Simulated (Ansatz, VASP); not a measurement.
B5P4: VASP beside Ansatz

```
B P
1.0
     3.21614    0.00000    0.00000
     0.00000    3.21614    0.00000
     0.00000    0.00000   24.09661
B P
5 4
Cartesian
  1.6081 1.6081 7.6735
  0.0000 0.0000 9.7869
  1.6081 1.6081 12.0483
  0.0000 0.0000 14.3097
  1.6081 1.6081 16.4231
  1.6081 0.0000 8.6169
  0.0000 1.6081 10.9082
  1.6081 0.0000 13.1884
  0.0000 1.6081 15.4797
```

Alike in both runs: functional PBE; k mesh 8 × 8 × 1; occupations gaussian, width 0.05 eV; no spin polarisation.

Ansatz relaxed the structure, and its values are those at the end. VASP's run is a single point on that final structure, the one shown.

|  | VASP | Ansatz |
| --- | --- | --- |
| version | VASP 6.6.1 | Ansatz 0.2.0 |
| potentials or method | VASP PAW PBE potentials, release 64 (B, P), cutoff 520 eV | scalar-relativistic, plane waves, PAW |
| valence electrons in the cell | 35 | 35 |

|  | VASP | Ansatz | Ansatz less VASP |
| --- | --- | --- | --- |
| gap on the k mesh at the Fermi level (eV) | none | none | - |
| rms of the force components (eV/Å) | 0.004 | 0.001 | -0.0031 |
| work function, face that differs most (eV) | 5.51 | 5.51 | +0.001 |

A gap of «none» marks a metal or a gap that the smearing closes. Ansatz's warnings: xc potential rough in thin density.
